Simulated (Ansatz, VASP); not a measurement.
## Ti3O4 in VASP and in Ansatz

```
Ti O
1.0
    -2.05004    2.05004    4.04887
     2.05004   -2.05004    4.04887
     2.05004    2.05004   -4.04887
Ti O
3 4
Direct
  0.25000 0.75000 0.50000
  0.50000 0.50000 0.00000
  0.75000 0.25000 0.50000
  0.00000 0.50000 0.50000
  0.24269 0.24269 0.00000
  0.50000 0.00000 0.50000
  0.75731 0.75731 0.00000
```

Alike in both runs: functional PBEsol; k mesh 12 × 12 × 12; occupations gaussian, width 0.1 eV; no spin polarisation.

Ansatz relaxed the structure, and its values are those at the end. VASP's run is a single point on that final structure, the one shown.

|  | VASP | Ansatz |
| --- | --- | --- |
| version | VASP 6.6.1 | Ansatz 0.2.0 |
| potentials or method | VASP PAW PBE potentials, release 64 (Ti_sv, O), cutoff 520 eV | scalar-relativistic, plane waves, PAW |
| valence electrons in the cell | 60 | 60 |

```tsv
	VASP	Ansatz	Ansatz less VASP
gap on the k mesh at the Fermi level (eV)	none	none	-
pressure (GPa)	0.7	0.0	-0.71
rms of the force components (eV/Å)	0.008	0.000	-0.0071
```

VASP's potentials were made for PBE, not for PBEsol. A gap of «none» marks a metal or a gap that the smearing closes. With one functional, cell and mesh, what is left measures potentials, basis and numerics.
